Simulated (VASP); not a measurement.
A run of VASP 6.6.1 is set up as follows.

Contents of INCAR:

```
PREC = Accurate ; ENCUT = 520
EDIFF = 1E-6 ; ISMEAR = 0
SIGMA = 0.05 ; LREAL = False
LASPH = True ; NELM = 100
ALGO = Normal ; ISIF = 2
LWAVE = False ; LCHARG = True
GGA = PE ; LELF = True
LVHAR = True ; NBANDS = 15
```

KPOINTS

```
regular mesh
0
Gamma
  6 6 6
```

File POSCAR:

```
KI
1.0
    0.0000000000      3.5245500000      3.3835680000
    3.5245500000      0.0000000000      3.3835680000
    3.5245500000      3.5245500000      0.0000000000
K I
1 1
Direct
    0.0000000000      0.0000000000      0.0000000000
    0.5000000000      0.5000000000      0.5000000000
```

Potentials or basis: VASP PAW PBE potentials, release 64 (K_sv, I).

Command:

```sh
$ cat potpaw_PBE.64/K_sv/POTCAR potpaw_PBE.64/I/POTCAR > POTCAR
$ mpirun -np 1 vasp_std > vasp.out
```

**Question.** Estimate the pressure.

**Answer.** 1.4 GPa.

**Question.** What does it give for the band gap on the k mesh?

**Answer.** 4.06 eV, direct.

Stress tensor (GPa, compression positive):
```
0.92 0.00 0.00
0.00 0.92 0.00
0.00 0.00 2.42
```

Caveat: the cell differs from its parent crystal (strain +0.000 along x and y, -0.040 along z); spin-orbit coupling is left out, which moves the levels of the heavy elements.
